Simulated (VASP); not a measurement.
# TaO4 (P2_1/m) in VASP: single point with r2SCAN

Aim: the single point of TaO4 with r2SCAN.

All numbers are computed with VASP 6.6.1; they aren't measurements. Logs are shortened: lines on timing, memory, paths and dates and some standing lists are left out, and cuts for length are marked.

## 1. The cell of the first run

The structure is monoclinic, space group P2_1/m (No. 11). The conventional cell has a = 3.719 Å, b = 4.882 Å, c = 8.757 Å, α = 90.00°, β = 98.58°, γ = 90.00°. Ta (site symmetry m) has 6 O at 1.89 to 2.22 Å within 2.5 Å. O (site symmetry 1) has 1 O at 1.31 Å within 1.7 Å. Within 2.8 Å of O (site symmetry m) lie 2 Ta at 1.93 Å and 4 O at 2.70 to 2.71 Å. Within 2.5 Å of O (site symmetry -1) lie 2 Ta at 1.89 Å and 2 O at 2.44 Å.

## 2. Single point, r2SCAN

File POSCAR:

```
TaO4
1.0
    3.7178194292      0.0000000000     -0.1077069628
    0.0000000000      4.8818853553      0.0000000000
   -1.0554514654      0.0000000000      8.6935417324
Ta O
2 8
Direct
    0.0589452087      0.7500000000      0.1670983500
    0.9410547913      0.2500000000      0.8329016500
    0.8865673131      0.6162847275      0.6807506715
    0.1134326869      0.1162847275      0.3192493285
    0.1134326869      0.3837152725      0.3192493285
    0.8865673131      0.8837152725      0.6807506715
    0.5797730386      0.7500000000      0.2262627569
    0.4202269614      0.2500000000      0.7737372431
    1.0000000000      1.0000000000      0.0000000000
    1.0000000000      0.5000000000      0.0000000000
```

File INCAR.step1:

```
ALGO = Normal
EDIFF = 1E-4
ENCUT = 520
GGA = PE
ISMEAR = 0
LASPH = T
LCHARG = F
LREAL = F
LWAVE = T
NBANDS = 46
NELM = 80
PREC = Accurate
SIGMA = 0.1
```

File INCAR.step2:

```
ALGO = Normal
EDIFF = 1E-6
ENCUT = 520
ISIF = 2
ISMEAR = 0
ISTART = 1
LASPH = T
LCHARG = F
LMIXTAU = T
LREAL = F
LWAVE = F
METAGGA = R2SCAN
NBANDS = 46
NELM = 80
PREC = Accurate
SIGMA = 0.1
```

File KPOINTS:

```
k-points
0
Gamma
  8 6 4
```

Potentials or basis: VASP PAW PBE potentials, release 64 (Ta_pv, O).

Launch:

```
$ cat potpaw_PBE.64/Ta_pv/POTCAR potpaw_PBE.64/O/POTCAR > POTCAR
$ cp INCAR.step1 INCAR
$ mpirun -np 1 vasp_std > vasp.out
$ cp INCAR.step2 INCAR
$ mpirun -np 1 vasp_std > vasp.out
```

OUTCAR:

```text
EDIFF = 1E-6
   ENCUT = 520
   ISIF = 2
   ISMEAR = 0
   ISTART = 1
   LASPH = T
   LREAL = F
   METAGGA = R2SCAN
   NELM = 80
   PREC = Accurate

 ion  position               nearest neighbor table
   1  0.059  0.750  0.167-   9 1.89  10 1.89   7 1.93   7 1.93   5 2.22   4 2.22
   2  0.941  0.250  0.833-   9 1.89  10 1.89   8 1.93   8 1.93   3 2.22   6 2.22
   3  0.887  0.616  0.681-   6 1.31   2 2.22
   4  0.113  0.116  0.319-   5 1.31   1 2.22
   5  0.113  0.384  0.319-   4 1.31   1 2.22
   6  0.887  0.884  0.681-   3 1.31   2 2.22
   7  0.580  0.750  0.226-   1 1.93   1 1.93
   8  0.420  0.250  0.774-   2 1.93   2 1.93
   9  0.000  0.000  0.000-   1 1.89   2 1.89
  10  0.000  0.500  0.000-   1 1.89   2 1.89

  LATTYP: Found a simple monoclinic cell.
 ALAT       =     3.7193792625
 B/A-ratio  =     1.3125537921
 C/A-ratio  =     2.3545263938
 COS(beta)  =    -0.1492181071

  Lattice vectors:

 A1 = (   3.7178194292,   0.0000000000,  -0.1077069628)
 A2 = (   0.0000000000,   4.8818853553,   0.0000000000)
 A3 = (  -1.0554514654,   0.0000000000,   8.6935417324)

Analysis of symmetry for initial positions (statically):
=====================================================================
 Subroutine PRICEL returns:
 Original cell was already a primitive cell.

 Routine SETGRP: Setting up the symmetry group for a
 simple monoclinic supercell.

 Subroutine GETGRP returns: Found  4 space group operations
 (whereof  2 operations were pure point group operations)
 out of a pool of  4 trial point group operations.

The static configuration has the point symmetry S_2 .
 The point group associated with its full space group is C_2h.

Analysis of symmetry for dynamics (positions and initial velocities):
=====================================================================
 Subroutine PRICEL returns:
 Original cell was already a primitive cell.

 Routine SETGRP: Setting up the symmetry group for a
 simple monoclinic supercell.

 Subroutine GETGRP returns: Found  4 space group operations
 (whereof  2 operations were pure point group operations)
 out of a pool of  4 trial point group operations.

The dynamic configuration has the point symmetry S_2 .
 The point group associated with its full space group is C_2h.

 Subroutine INISYM returns: Found  4 space group operations
 (whereof  2 operations are pure point group operations),
 and found     1 'primitive' translations

[... 109 lines left out ...]
   NELM   =     80;   NELMIN=  2; NELMDL=  0     # of ELM steps
   EDIFF  = 0.1E-05   stopping-criterion for ELM
   LREAL  =      F    real-space projection
[... 7 lines left out ...]
   TEBEG  =    0.0;   TEEND  =   0.0 temperature during run
   PSTRESS=    0.0 pullay stress
   NELECT =      70.0000    total number of electrons
   NUPDOWN=      -1.0000    fix difference up-down
   EMIN   =  10.00;   EMAX   =-10.00  energy-range for DOS
   EFERMI =   0.00;   METHOD = LEGACY
   ISMEAR =     0;   SIGMA  =   0.10  broadening in eV -4-tet -1-fermi 0-gaus
   EFERMI_NEDOS =   21; number of points for ismear=-14 and -15
   IALGO  =     38    algorithm
   IMIX   =      4    mixing-type and parameters
     AMIX     =   0.40;   BMIX     =  1.00
     AMIX_MAG =   1.60;   BMIX_MAG =  1.00
  volume/ion in A,a.u.               =      15.72       106.11
  Fermi-wavevector in a.u.,A,eV,Ry     =   1.250048  2.362248 21.260737  1.562620
  Thomas-Fermi vector in A             =   2.384060
   LORBIT       =      0    0 simple, 1 ext, 2 COOP (PROOUT), +10 PAW based schemes
   METAGGA = R2SCAN    functional components
   LHFCALC =     F    Hartree Fock is set to
   AEXX    =    0.0000 exact exchange contribution
   IVDW    =     0    specifies the selected vdW correction
   LEPSILON=     F    determine dielectric tensor
   LRPA    =     F    only Hartree local field effects (RPA)
 non-spin polarized calculation
 Gauss-broadening in eV      SIGMA  =   0.10
  energy-cutoff  :      520.00
  volume of cell :      157.23
 maximum number of plane-waves:      4272
   NGX = 13   NGY = 19   NGZ = 33

 number of electron      70.0000005 magnetization

 Free energy of the ion-electron system (eV)
  ---------------------------------------------------
  ext. energy  EPLUGINS =         0.00000000
  ---------------------------------------------------
  free energy    TOTEN  =      -161.94041003 eV

  energy without entropy =     -161.87940182  energy(sigma->0) =     -161.90990592

 E-fermi :  -0.0852     XC(G=0):  -9.2136

 val. band max:       -0.0852440270   @ k =  -0.1250   0.3333   0.2500
 cond. band min:      -0.0848767105   @ k =   0.1250   0.3333   0.0000
 fundamental gap:      0.0003673165
 Fermi energy:        -0.0852322770

 k-point     1 :       0.0000    0.0000    0.0000
  band No.  band energies     occupation
      1     -37.0670      2.00000
      2     -36.9612      2.00000
      3     -36.8725      2.00000
      4     -36.7995      2.00000
      5     -36.7988      2.00000
      6     -36.7929      2.00000
[... 1165 lines left out ...]
     45       6.9490      0.00000
     46       7.7243      0.00000

 [... further k-points ...]

------------------------ aborting loop because EDIFF is reached ----------------------------------------

  FORCE on cell =-STRESS in cart. coord.  units (eV):
  Direction    XX          YY          ZZ          XY          YZ          ZX
  --------------------------------------------------------------------------------------
  -------------------------------------------------------------------------------------
  Total       -2.0982338     -3.1852044     -3.4659491      0.0000000      0.0000000     -0.0534677
  in kB      -21.3807058    -32.4567831    -35.3175316      0.0000000      0.0000000     -0.5448281
  external PRESSURE =     -29.7183402 kB  Pullay stress =       0.0000000 kB

 VOLUME and BASIS-vectors are now :
 -----------------------------------------------------------------------------
  energy-cutoff  :      520.00
  volume of cell :      157.23
      direct lattice vectors                 reciprocal lattice vectors
     3.717819429  0.000000000 -0.107706963     0.269924248  0.000000000  0.032770527
     0.000000000  4.881885355  0.000000000     0.000000000  0.204838895  0.000000000
    -1.055451465  0.000000000  8.693541732     0.003344175  0.000000000  0.115433922

 POSITION                                       TOTAL-FORCE (eV/Angst)
 -----------------------------------------------------------------------------------
      0.04278      3.66141      1.44633         0.003901     -0.000000      0.247209
      2.61958      1.22047      7.13951        -0.003901     -0.000000     -0.247209
      2.57760      3.00863      5.82264         0.009348     -0.469935      0.286894
      0.08477      0.56769      2.76319        -0.009348     -0.469935     -0.286894
      0.08477      1.87325      2.76319        -0.009348      0.469935     -0.286894
      2.57760      4.31420      5.82264         0.009348      0.469935      0.286894
      1.91668      3.66141      1.90458         0.001115     -0.000000     -0.053370
      0.74569      1.22047      6.68126        -0.001115     -0.000000      0.053370
      0.00000      0.00000      0.00000         0.000000     -0.000000      0.000000
      0.00000      2.44094      0.00000         0.000000     -0.000000      0.000000
 -----------------------------------------------------------------------------------
    total drift:                                0.000000     -0.000000     -0.000000

  FREE ENERGIE OF THE ION-ELECTRON SYSTEM (eV)
  ---------------------------------------------------
  free  energy   TOTEN  =      -161.9404100258 eV

  energy  without entropy=     -161.8794018223  energy(sigma->0) =     -161.90990592
```

OUTCAR.step1:

```text
EDIFF = 1E-4
   ENCUT = 520
   GGA = PE
   ISMEAR = 0
[... 1433 lines left out ...]
      1.91668      3.66141      1.90458         0.005384      0.000000      0.088655
      0.74569      1.22047      6.68126        -0.005384      0.000000     -0.088655
      0.00000      0.00000      0.00000         0.000000      0.000000      0.000000
      0.00000      2.44094      0.00000         0.000000      0.000000     -0.000000
 -----------------------------------------------------------------------------------
    total drift:                                0.000000     -0.000000     -0.000000

  FREE ENERGIE OF THE ION-ELECTRON SYSTEM (eV)
  ---------------------------------------------------
  free  energy   TOTEN  =       -79.6007407862 eV

  energy  without entropy=      -79.5389425641  energy(sigma->0) =      -79.56984168
```

OSZICAR.step1:

```text
N       E                     dE             d eps       ncg     rms          rms(c)
DAV:   1     0.596001959093E+03    0.59600E+03   -0.38297E+04  6760   0.145E+03
DAV:   2    -0.486525600380E+02   -0.64465E+03   -0.62785E+03  8194   0.393E+02
DAV:   3    -0.936184181808E+02   -0.44966E+02   -0.44436E+02  7690   0.107E+02
DAV:   4    -0.944208784725E+02   -0.80246E+00   -0.79686E+00  8350   0.148E+01
DAV:   5    -0.944341335277E+02   -0.13255E-01   -0.13248E-01  7842   0.190E+00    0.493E+01
DAV:   6    -0.802054802435E+02    0.14229E+02   -0.62060E+01  7946   0.439E+01    0.184E+01
DAV:   7    -0.799189286403E+02    0.28655E+00   -0.81606E+00  8070   0.133E+01    0.127E+01
DAV:   8    -0.796268777703E+02    0.29205E+00   -0.13979E+00  8682   0.821E+00    0.250E+00
DAV:   9    -0.796042386420E+02    0.22639E-01   -0.31544E-01  8590   0.300E+00    0.689E-01
DAV:  10    -0.796005211508E+02    0.37175E-02   -0.27436E-02  7670   0.982E-01    0.305E-01
DAV:  11    -0.796008460643E+02   -0.32491E-03   -0.10086E-02  8370   0.570E-01    0.180E-01
DAV:  12    -0.796006835441E+02    0.16252E-03   -0.15343E-03  8302   0.238E-01    0.369E-02
DAV:  13    -0.796007407862E+02   -0.57242E-04   -0.18923E-04  5818   0.787E-02
   1 F= -.79600741E+02 E0= -.79569842E+02  d E =-.617982E-01
```

Run time: 40 min. Hardware: 1 thread of Oxide Virtual Turin-like, shared host; peak memory 0.51 GiB.

What came out:

| Property | Result |
| --- | --- |
| Free energy | -161.9404 eV |
| Pressure | -3.0 GPa |
| Largest force | 0.551 eV/Å |
| Band gap on the k mesh | zero (bands 35 and 36 overlap by 0.41 eV) |

Forces in eV/Å, atoms in the order of the input:
```
Ta   0.004  0.000  0.247
Ta  -0.004  0.000 -0.247
O    0.009 -0.470  0.287
O   -0.009 -0.470 -0.287
O   -0.009  0.470 -0.287
O    0.009  0.470  0.287
O    0.001  0.000 -0.053
O   -0.001  0.000  0.053
O    0.000  0.000  0.000
O    0.000  0.000  0.000
```

Caveat: the PAW data sets were made with another functional, which shifts forces and pressure a little; spin-orbit coupling is left out, which moves the levels of the heavy elements.
